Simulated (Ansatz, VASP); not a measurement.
# One calculation of Pd, two programs

File INCAR:

```
SYSTEM = Pd
PREC = Accurate ; ENCUT = 400
EDIFF = 1E-6 ; ISMEAR = -1
SIGMA = 0.01 ; LREAL = .FALSE.
LASPH = .TRUE. ; NELM = 200
ALGO = Normal ; ISIF = 2
LWAVE = .FALSE. ; LCHARG = .FALSE.
ISPIN = 2 ; MAGMOM = 2
LORBIT = 11 ; LMAXMIX = 4
GGA = B5 ; ALDAX = 1.0
AGGAX = 1.0 ; AGGAC = 1.0
ALDAC = 0.0 ; NBANDS = 15
ISYM = 0 ; GGA_COMPAT = .FALSE.
```

Contents of KPOINTS:

```
Automatic mesh
0
G
  1 1 1
  0 0 0
```

POSCAR

```
Pd
1.0
   14.0000000000      0.0000000000      0.0000000000
    0.0000000000     14.4000000000      0.0000000000
    0.0000000000      0.0000000000     14.8000000000
Pd
1
Direct
    0.5000000000      0.5000000000      0.5000000000
```

Input for Ansatz:

```yaml
crystal:
  lattice:
    - [14.0, 0.0, 0.0]
    - [0.0, 14.4, 0.0]
    - [0.0, 0.0, 14.8]
  atoms:
    - { symbol: Pd, position: [0.5, 0.5, 0.5], spin: 2.0 }
  symmetry: { detect: false, time_reversal: true }
hamiltonian:
  xc: blyp
  pseudopotentials:
    kind: paw
    azcp:
      Pd: "pseudopotentials/Pd.paw.azcp"
basis:
  ecutwfc: 420
  fft_grid_basis: typed
kpoints:
  mp_grid: { grid: [1, 1, 1], shift: [0, 0, 0] }
magnetization:
  spin_polarized: true
scf:
  occupations: { method: fermi_dirac, width: 0.01 }
```

Alike in both runs: task single point; functional BLYP; k mesh 1 × 1 × 1; occupations fermi-dirac, width 0.01 eV; collinear spin.

|  | VASP | Ansatz |
| --- | --- | --- |
| version | VASP 6.6.1 | Ansatz 0.2.0 |
| potentials or method | VASP PAW PBE potentials, release 64 (Pd), cutoff 400 eV | plane waves (420 eV) with PAW, scalar-relativistic |
| valence electrons in the cell | 10 | 18 |

|  | VASP | Ansatz | Ansatz less VASP |
| --- | --- | --- | --- |
| gap on the k mesh at the Fermi level (eV) | 0.57 | 0.60 | +0.028 |
| net moment per atom (μB) | 0.00 | 0.00 | 0.000 |

VASP's potentials were made for PBE, not for BLYP. VASP's potentials hold 10 valence electrons a cell and Ansatz's 18, so a difference there can come from the potentials and not from the codes. Ansatz's warnings: seeded moment not kept.
